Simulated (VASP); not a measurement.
A run of VASP 6.6.1 is set up as follows.

Contents of INCAR:

```
SYSTEM = TiAl3
  ALGO = Fast
  EDIFF = 1E-6
  ENCUT = 520
  GGA = RP
  ISIF = 2
  ISMEAR = -1
  IVDW = 12
  LASPH = .True.
  LCHARG = .True.
  LELF = .True.
  LREAL = .False.
  LVHAR = .True.
  LWAVE = .False.
  NBANDS = 18
  NELM = 100
  PREC = Accurate
  SIGMA = 0.05
```

KPOINTS

```
k-points
0
Gamma
  10 10 10
  0 0 0
```

POSCAR

```
TiAl3
1.0
   -1.8018918093      1.8018918093      4.0151225205
    1.8018918093     -1.8018918093      4.0151225205
    1.8018918093      1.8018918093     -4.0151225205
Ti Al
1 3
Direct
    0.0000000000      0.0000000000      0.0000000000
    0.2500000000      0.7500000000      0.5000000000
    0.7500000000      0.2500000000      0.5000000000
    0.5000000000      0.5000000000      0.0000000000
```

Potentials or basis: VASP PAW PBE potentials, release 64 (Ti_sv, Al).

The run is started by

```bash
$ cat potpaw_PBE.64/Ti_sv/POTCAR potpaw_PBE.64/Al/POTCAR > POTCAR
$ mpirun -np 1 vasp_std > vasp.out
```

(1) Predict the dispersion energy per atom.

(2) Predict the pressure.

## Answers

(1) -2.817 eV.

(2) -0.2 GPa.

Caveat: the PAW data sets were made with another functional, which shifts forces and pressure a little; pairwise dispersion overbinds metals, which lowers pressure and volume.
